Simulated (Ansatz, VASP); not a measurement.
## Ge in VASP and in Ansatz

```
CELL_PARAMETERS angstrom
-3.34921 3.34921 1.97811
3.34921 -3.34921 1.97811
3.34921 3.34921 -1.97811
ATOMIC_POSITIONS crystal
Ge 0.68236 0.68236 0.36473
Ge 0.31764 0.31764 0.63527
Ge 0.31764 0.68236 0.00000
Ge 0.68236 0.31764 0.00000
```

Alike in both runs: task single point; functional PBE; k mesh 6 × 6 × 6; occupations gaussian, width 0.1 eV; no spin polarisation.

|  | VASP | Ansatz |
| --- | --- | --- |
| version | VASP 6.6.1 | Ansatz 0.2.0 |
| potentials or method | VASP PAW PBE potentials, release 64 (Ge_d), cutoff 520 eV | scalar-relativistic, plane waves, PAW |
| valence electrons in the cell | 56 | 56 |

|  | VASP | Ansatz | Ansatz less VASP |
| --- | --- | --- | --- |
| gap on the k mesh at the Fermi level (eV) | none | none | - |
| pressure (GPa) | 9.3 | 9.4 | +0.08 |
| traceless stress, the component that is largest in VASP (GPa) | 1.91 | 1.94 | +0.032 |
| rms of the force components (eV/Å) | 0.311 | 0.313 | +0.0019 |

Atom by atom the forces differ by 0.002 eV/Å (rms over components). A gap of «none» marks a metal or a gap that the smearing closes. With one functional, cell and mesh, what is left measures potentials, basis and numerics.
